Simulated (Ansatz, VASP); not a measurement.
**MoH3 in VASP and in Ansatz**

```
H Mo
1.0
     2.71311    0.00000    0.00000
     0.00000    2.71311    0.00000
     0.00000    0.00000    4.65491
H Mo
3 1
Direct
  0.50000 0.50000 0.09713
  0.50000 0.50000 0.90287
  0.00000 0.00000 0.50000
  0.50000 0.50000 0.50000
```

Alike in both runs: functional PBE; k mesh 5 × 5 × 2; occupations gaussian, width 0.15 eV; no spin polarisation.

Ansatz relaxed the structure, and its values are those at the end. VASP's run is a single point on that final structure, the one shown.

|  | VASP | Ansatz |
| --- | --- | --- |
| version | VASP 6.6.1 | Ansatz 0.2.0 |
| potentials or method | VASP PAW PBE potentials, release 64 (H, Mo_sv), cutoff 500 eV | scalar-relativistic, plane waves, PAW |
| valence electrons in the cell | 17 | 17 |

Ansatz gave:

| Quantity | Value |
| --- | --- |
| gap on the k mesh at the Fermi level (eV) | none |
| pressure (GPa) | 0.1 |
| rms of the force components (eV/Å) | 0.008 |

Task: Which values does VASP return?

Result: gap on the k mesh at the Fermi level (eV): none; pressure (GPa): 0.0; rms of the force components (eV/Å): 0.008.

A gap of «none» marks a metal or a gap that the smearing closes. With one functional, cell and mesh, what is left measures potentials, basis and numerics.

The k mesh is coarse, so the values compare programs but aren't converged.
